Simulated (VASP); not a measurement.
# CoO (I4/mmm) in VASP: settings compared

The runs below take CoO through single point, with PBE, r2SCAN, PBE+U.

Program: VASP 6.6.1. These are calculated values, not measurements. Logs are shortened: lines on timing, memory, paths and dates and some standing lists are left out, and cuts for length are marked.

### 1 The cell of the first run

It takes space group I4/mmm (No. 139, tetragonal). The conventional cell has a = 3.016 Å, b = 3.016 Å, c = 4.214 Å, α = 90.00°, β = 90.00°, γ = 90.00°. Within 2.8 Å of Co (site symmetry 4/mmm) lie 6 O at 2.11 to 2.13 Å. O (site symmetry 4/mmm) has 6 Co at 2.11 to 2.13 Å within 2.8 Å.

### 2 Single point, PBE

The input, INCAR:

```
PREC     = Accurate       # precision mode
ENCUT    = 520            # plane-wave cutoff, eV
EDIFF    = 1E-7           # SCF threshold, eV
ISMEAR   = -1             # smearing method
SIGMA    = 0.05           # smearing width, eV
LREAL    = False          # projectors in reciprocal space
LASPH    = True           # aspherical terms in the spheres
NELM     = 80             # most SCF steps
ALGO     = Normal         # electronic algorithm
ISIF     = 2              # what is computed and relaxed
LWAVE    = False          # write WAVECAR
LCHARG   = False          # write CHGCAR
GGA      = PE             # functional
NBANDS   = 23             # bands
```

The input, KPOINTS:

```
regular mesh
0
Gamma
  5 10 10
```

The input, POSCAR:

```
CoO
1.0
   -3.0160000000      3.0160000000      4.2144950800
    1.5080000000     -1.5080000000      2.1072475400
    1.5080000000      1.5080000000     -2.1072475400
Co O
2 2
Direct
    0.0000000000      0.0000000000      0.0000000000
    0.5000000000      0.0000000000      0.0000000000
    0.2500000000      0.5000000000      0.0000000000
    0.7500000000      0.5000000000      0.0000000000
```

Potentials or basis: VASP PAW PBE potentials, release 64 (Co, O).

The run is started by

```bash
$ cat potpaw_PBE.64/Co/POTCAR potpaw_PBE.64/O/POTCAR > POTCAR
$ mpirun -np 1 vasp_std > vasp.out
```

OUTCAR:

```text
PREC = Accurate
   ENCUT = 520
   EDIFF = 1E-7
   ISMEAR = -1
   LREAL = False
   LASPH = True
   NELM = 80
   ISIF = 2
   GGA = PE

 ion  position               nearest neighbor table
   1  0.000  0.000  0.000-   3 2.11   4 2.11   4 2.13   3 2.13   3 2.13   4 2.13   2 3.00   2 3.00
                             2 3.00   2 3.00   2 3.02   2 3.02
   2  0.500  0.000  0.000-   4 2.11   3 2.11   4 2.13   3 2.13   4 2.13   3 2.13   1 3.00   1 3.00
                             1 3.00   1 3.00   1 3.02   1 3.02
   3  0.250  0.500  0.000-   2 2.11   1 2.11   2 2.13   1 2.13   2 2.13   1 2.13
   4  0.750  0.500  0.000-   1 2.11   2 2.11   2 2.13   1 2.13   1 2.13   2 2.13

  LATTYP: Found a base centered monoclinic cell.
 ALAT       =     5.1824921398
 B/A-ratio  =     0.5819593969
 C/A-ratio  =     1.0000000000
 COS(beta)  =    -0.3226465208

  Lattice vectors:

 A1 = (   1.5080000000,   1.5080000000,  -2.1072475400)
 A2 = (  -1.5080000000,   1.5080000000,  -2.1072475400)
 A3 = (  -0.0000000000,   3.0160000000,   4.2144950800)

Analysis of symmetry for initial positions (statically):
=====================================================================
 Subroutine PRICEL returns following result:

  LATTYP: Found a body centered tetragonal cell.
 ALAT       =     3.0160000000
 C/A-ratio  =     1.3973790053

  Lattice vectors:

 A1 = (  -1.5080000000,   1.5080000000,   2.1072475400)
 A2 = (   1.5080000000,  -1.5080000000,   2.1072475400)
 A3 = (   1.5080000000,   1.5080000000,  -2.1072475400)

   2 primitive cells build up your supercell.

 Routine SETGRP: Setting up the symmetry group for a
 base centered monoclinic supercell.

 Subroutine GETGRP returns: Found  4 space group operations
 (whereof  4 operations were pure point group operations)
 out of a pool of  4 trial point group operations.

The static configuration has the point symmetry C_2h.

Analysis of symmetry for dynamics (positions and initial velocities):
=====================================================================
 Subroutine PRICEL returns following result:

  LATTYP: Found a body centered tetragonal cell.
 ALAT       =     3.0160000000
 C/A-ratio  =     1.3973790053

  Lattice vectors:

 A1 = (  -1.5080000000,   1.5080000000,   2.1072475400)
 A2 = (   1.5080000000,  -1.5080000000,   2.1072475400)
[... 115 lines left out ...]
   dimension x,y,z NGX =    48 NGY =   24 NGZ =   24
   dimension x,y,z NGXF=    96 NGYF=   48 NGZF=   48
   ions per type =               2   2
   NGX,Y,Z   is equivalent  to a cutoff of  13.31, 13.31, 13.31 a.u.
   NGXF,Y,Z  is equivalent  to a cutoff of  26.62, 26.62, 26.62 a.u.
 SYSTEM =  unknown system
   PREC   = accura    normal or accurate (medium, high low for compatibility)
   ISTART =      0    job   : 0-new  1-cont  2-samecut
   ICHARG =      2    charge: 1-file 2-atom 10-const
   ISPIN  =      1    spin polarized calculation?
   LNONCOLLINEAR =      F non collinear calculations
   LSORBIT =      F    spin-orbit coupling
   LASPH  =      T    aspherical Exc in radial PAW
   ENCUT  =  520.0 eV  38.22 Ry    6.18 a.u.  11.15  5.57  5.57*2*pi/ulx,y,z
   NELM   =     80;   NELMIN=  2; NELMDL= -5     # of ELM steps
   EDIFF  = 0.1E-06   stopping-criterion for ELM
   LREAL  =      F    real-space projection
   EDIFFG = 0.1E-05   stopping-criterion for IOM
   NSW    =      0    number of steps for IOM
   IBRION =     -1    ionic relax: 0-MD 1-quasi-New 2-CG
   NFREE  =      0    steps in history (QN), initial steepest desc. (CG)
   ISIF   =      2    stress and relaxation
   ISYM   =      2    0-nonsym 1-usesym 2-fastsym
   POTIM  = 0.5000    time-step for ionic-motion
   TEBEG  =    0.0;   TEEND  =   0.0 temperature during run
   PSTRESS=    0.0 pullay stress
   NELECT =      30.0000    total number of electrons
   NUPDOWN=      -1.0000    fix difference up-down
   EMIN   =  10.00;   EMAX   =-10.00  energy-range for DOS
   EFERMI =   0.00;   METHOD = LEGACY
   ISMEAR =    -1;   SIGMA  =   0.05  broadening in eV -4-tet -1-fermi 0-gaus
   EFERMI_NEDOS =   21; number of points for ismear=-14 and -15
   IALGO  =     38    algorithm
   IMIX   =      4    mixing-type and parameters
     AMIX     =   0.40;   BMIX     =  1.00
     AMIX_MAG =   1.60;   BMIX_MAG =  1.00
  volume/ion in A,a.u.               =       9.58        64.68
  Fermi-wavevector in a.u.,A,eV,Ry     =   1.508618  2.850874 30.965868  2.275927
  Thomas-Fermi vector in A             =   2.619048
   LORBIT       =      0    0 simple, 1 ext, 2 COOP (PROOUT), +10 PAW based schemes
   GGA     = PE    functional components
[... 5 lines left out ...]
 non-spin polarized calculation
  energy-cutoff  :      520.00
  volume of cell :       38.34
 maximum number of plane-waves:      1050
 NGX is ok and might be reduce to    48
   NGX = 23   NGY = 11   NGZ = 11

 number of electron      30.0000012 magnetization

 Free energy of the ion-electron system (eV)
  ---------------------------------------------------
  ext. energy  EPLUGINS =         0.00000000
  ---------------------------------------------------
  free energy    TOTEN  =       -25.21247681 eV

  energy without entropy =      -25.15468435  energy(sigma->0) =      -25.18358058

 E-fermi :   7.8406     XC(G=0): -12.4658

 val. band max:        7.8383782589   @ k =  -0.2000  -0.4000   0.4000
 cond. band min:       7.8452694651   @ k =   0.2000   0.4000   0.0000
 fundamental gap:      0.0068912062
 Fermi energy:         7.8406253014

 k-point     1 :       0.0000    0.0000    0.0000
  band No.  band energies     occupation
      1     -12.5566      2.00000
      2     -11.3644      2.00000
      3      -0.1520      2.00000
      4       2.4346      2.00000
      5       2.4664      2.00000
      6       4.4595      2.00000
[... 613 lines left out ...]
     22      17.7506      0.00000
     23      20.2977      0.00000

 [... further k-points ...]
[... 5 lines left out ...]
  --------------------------------------------------------------------------------------
  -------------------------------------------------------------------------------------
  Total       -4.4024489     -4.4024991     -4.2273014      0.0000000     -0.0000219      0.0000000
  in kB     -183.9910444   -183.9931425   -176.6711219      0.0000000     -0.0009143      0.0000000
  external PRESSURE =    -181.5517696 kB  Pullay stress =       0.0000000 kB

 VOLUME and BASIS-vectors are now :
 -----------------------------------------------------------------------------
  energy-cutoff  :      520.00
  volume of cell :       38.34
      direct lattice vectors                 reciprocal lattice vectors
    -3.016000000  3.016000000  4.214495080     0.000000000  0.165782493  0.118638174
     1.508000000 -1.508000000  2.107247540     0.331564987  0.000000000  0.237276348
     1.508000000  1.508000000 -2.107247540     0.331564987  0.331564987  0.000000000

 POSITION                                       TOTAL-FORCE (eV/Angst)
 -----------------------------------------------------------------------------------
      0.00000      0.00000      0.00000         0.000000     -0.000000      0.000000
     -1.50800      1.50800      2.10725        -0.000000      0.000000     -0.000000
      0.00000      0.00000      2.10725        -0.000000     -0.000000      0.000000
     -1.50800      1.50800      4.21450         0.000000     -0.000000      0.000000
 -----------------------------------------------------------------------------------
    total drift:                                0.000000      0.000000     -0.000000

  FREE ENERGIE OF THE ION-ELECTRON SYSTEM (eV)
  ---------------------------------------------------
  free  energy   TOTEN  =       -25.2124768065 eV

  energy  without entropy=      -25.1546843532  energy(sigma->0) =      -25.18358058
```

Run time: 3.3 min. Hardware: 1 thread of Intel Xeon 8259CL, shared host; peak memory 0.25 GiB.

What came out:

| Quantity | Value |
| --- | --- |
| Free energy | -25.2125 eV |
| Pressure | -18.2 GPa |
| Band gap on the k mesh | zero (bands 15 and 16 overlap by 0.56 eV) |

Stress tensor (GPa, compression positive):
```
-18.40   0.00   0.00
  0.00 -18.40   0.00
  0.00   0.00 -17.67
```

Caveat: the cell stands under tension; the run has no spin polarisation, though such a crystal can be magnetic; semilocal functionals often make such compounds metallic where correlation or magnetic order opens a gap, which also shifts bond lengths. With open d or f shells a metallic result of PBE can be an artefact of self-interaction; +U or a hybrid may open a gap.

### 3 Single point, r2SCAN

POSCAR is that of step 2.

The input, INCAR.step1:

```
SYSTEM = CoO
PREC     = Accurate       ! precision mode
ENCUT    = 520            ! plane-wave cutoff, eV
ISMEAR   = -1             ! smearing method
SIGMA    = 0.05           ! smearing width, eV
LREAL    = .FALSE.        ! projectors in reciprocal space
LASPH    = .TRUE.         ! aspherical terms in the spheres
NELM     = 80             ! most SCF steps
NBANDS   = 23             ! bands
GGA      = PE             ! functional
ALGO     = Normal         ! electronic algorithm
EDIFF    = 1E-4           ! SCF threshold, eV
LWAVE    = .TRUE.         ! write WAVECAR
LCHARG   = .FALSE.        ! write CHGCAR
```

The input, INCAR.step2:

```
SYSTEM = CoO
PREC     = Accurate       ! precision mode
ENCUT    = 520            ! plane-wave cutoff, eV
EDIFF    = 1E-6           ! SCF threshold, eV
ISMEAR   = -1             ! smearing method
SIGMA    = 0.05           ! smearing width, eV
LREAL    = .FALSE.        ! projectors in reciprocal space
LASPH    = .TRUE.         ! aspherical terms in the spheres
NELM     = 80             ! most SCF steps
ALGO     = Normal         ! electronic algorithm
ISIF     = 2              ! what is computed and relaxed
LWAVE    = .FALSE.        ! write WAVECAR
LCHARG   = .FALSE.        ! write CHGCAR
METAGGA  = R2SCAN         ! meta-GGA
LMIXTAU  = .TRUE.       
NBANDS   = 23             ! bands
ISTART   = 1
```

The input, KPOINTS:

```
regular mesh
0
G
  5 10 10
  0 0 0
```

Potentials or basis: VASP PAW PBE potentials, release 64 (Co, O).

The run is started by

```bash
$ cat potpaw_PBE.64/Co/POTCAR potpaw_PBE.64/O/POTCAR > POTCAR
$ cp INCAR.step1 INCAR
$ mpirun -np 1 vasp_std > vasp.out
$ cp INCAR.step2 INCAR
$ mpirun -np 1 vasp_std > vasp.out
```

OUTCAR:

```text
SYSTEM = CoO
   PREC = Accurate
   ENCUT = 520
   EDIFF = 1E-6
   ISMEAR = -1
   LREAL = .FALSE.
   LASPH = .TRUE.
   NELM = 80
   ISIF = 2
   METAGGA = R2SCAN
   ISTART = 1

 ion  position               nearest neighbor table
   1  0.000  0.000  0.000-   3 2.11   4 2.11   4 2.13   3 2.13   3 2.13   4 2.13   2 3.00   2 3.00
                             2 3.00   2 3.00   2 3.02   2 3.02
   2  0.500  0.000  0.000-   4 2.11   3 2.11   4 2.13   3 2.13   4 2.13   3 2.13   1 3.00   1 3.00
                             1 3.00   1 3.00   1 3.02   1 3.02
   3  0.250  0.500  0.000-   2 2.11   1 2.11   2 2.13   1 2.13   2 2.13   1 2.13
   4  0.750  0.500  0.000-   1 2.11   2 2.11   2 2.13   1 2.13   1 2.13   2 2.13

  LATTYP: Found a base centered monoclinic cell.
 ALAT       =     5.1824921398
 B/A-ratio  =     0.5819593969
 C/A-ratio  =     1.0000000000
 COS(beta)  =    -0.3226465208

  Lattice vectors:

 A1 = (   1.5080000000,   1.5080000000,  -2.1072475400)
 A2 = (  -1.5080000000,   1.5080000000,  -2.1072475400)
 A3 = (  -0.0000000000,   3.0160000000,   4.2144950800)

Analysis of symmetry for initial positions (statically):
[... 209 lines left out ...]
  ---------------------------------------------------
  free energy    TOTEN  =       -40.36591596 eV

  energy without entropy =      -40.31991792  energy(sigma->0) =      -40.34291694

 E-fermi :   8.0067     XC(G=0): -13.1547

 val. band max:        8.0031722730   @ k =  -0.4000   0.5000   0.3000
 cond. band min:       8.0170530289   @ k =  -0.4000   0.3000  -0.0000
 fundamental gap:      0.0138807559
 Fermi energy:         8.0066763129

 k-point     1 :       0.0000    0.0000    0.0000
  band No.  band energies     occupation
      1     -13.7731      2.00000
      2     -12.6171      2.00000
      3      -0.4931      2.00000
      4       2.1714      2.00000
      5       2.1978      2.00000
      6       4.1922      2.00000
[... 613 lines left out ...]
     22      18.4651      0.00000
     23      20.5813      0.00000

 [... further k-points ...]
[... 5 lines left out ...]
  --------------------------------------------------------------------------------------
  -------------------------------------------------------------------------------------
  Total       -5.8188424     -5.8188955     -5.6781228      0.0000000      0.0000654      0.0000000
  in kB     -243.1862159   -243.1884315   -237.3051344      0.0000000      0.0027343      0.0000000
  external PRESSURE =    -241.2265939 kB  Pullay stress =       0.0000000 kB

 VOLUME and BASIS-vectors are now :
 -----------------------------------------------------------------------------
  energy-cutoff  :      520.00
  volume of cell :       38.34
      direct lattice vectors                 reciprocal lattice vectors
    -3.016000000  3.016000000  4.214495080     0.000000000  0.165782493  0.118638174
     1.508000000 -1.508000000  2.107247540     0.331564987  0.000000000  0.237276348
     1.508000000  1.508000000 -2.107247540     0.331564987  0.331564987  0.000000000

 POSITION                                       TOTAL-FORCE (eV/Angst)
 -----------------------------------------------------------------------------------
      0.00000      0.00000      0.00000         0.000000      0.000000      0.000000
     -1.50800      1.50800      2.10725        -0.000000      0.000000     -0.000000
      0.00000      0.00000      2.10725         0.000000     -0.000000      0.000000
     -1.50800      1.50800      4.21450         0.000000     -0.000000      0.000000
 -----------------------------------------------------------------------------------
    total drift:                                0.000000      0.000000     -0.000000

  FREE ENERGIE OF THE ION-ELECTRON SYSTEM (eV)
  ---------------------------------------------------
  free  energy   TOTEN  =       -40.3659159643 eV

  energy  without entropy=      -40.3199179186  energy(sigma->0) =      -40.34291694
```

OUTCAR.step1:

```text
SYSTEM = CoO
   PREC = Accurate
   ENCUT = 520
   ISMEAR = -1
   LREAL = .FALSE.
   LASPH = .TRUE.
   NELM = 80
[... 893 lines left out ...]
     -1.50800      1.50800      2.10725        -0.000000      0.000000     -0.000000
      0.00000      0.00000      2.10725         0.000000      0.000000      0.000000
     -1.50800      1.50800      4.21450         0.000000      0.000000      0.000000
 -----------------------------------------------------------------------------------
    total drift:                                0.000000      0.000000     -0.000000

  FREE ENERGIE OF THE ION-ELECTRON SYSTEM (eV)
  ---------------------------------------------------
  free  energy   TOTEN  =       -25.2124680854 eV

  energy  without entropy=      -25.1546706960  energy(sigma->0) =      -25.18356939
```

It took 10 min on 1 thread of Intel Xeon 8259CL, shared host; peak memory 0.25 GiB.

What came out:

| Property | Result |
| --- | --- |
| Free energy | -40.3659 eV |
| Pressure | -24.1 GPa |
| Band gap on the k mesh | zero (bands 15 and 16 overlap by 1.10 eV) |

Caveat: the cell stands under tension; the PAW data sets were made with another functional, which shifts forces and pressure a little; the run has no spin polarisation, though such a crystal can be magnetic; semilocal functionals often make such compounds metallic where correlation or magnetic order opens a gap, which also shifts bond lengths. Spin polarisation is off, so any magnetic state and its effect on volume and gap are missing.

(Part 1 of 2 ends here.)

The gap in the log of VASP goes by the Fermi energy; the results here count the filled bands.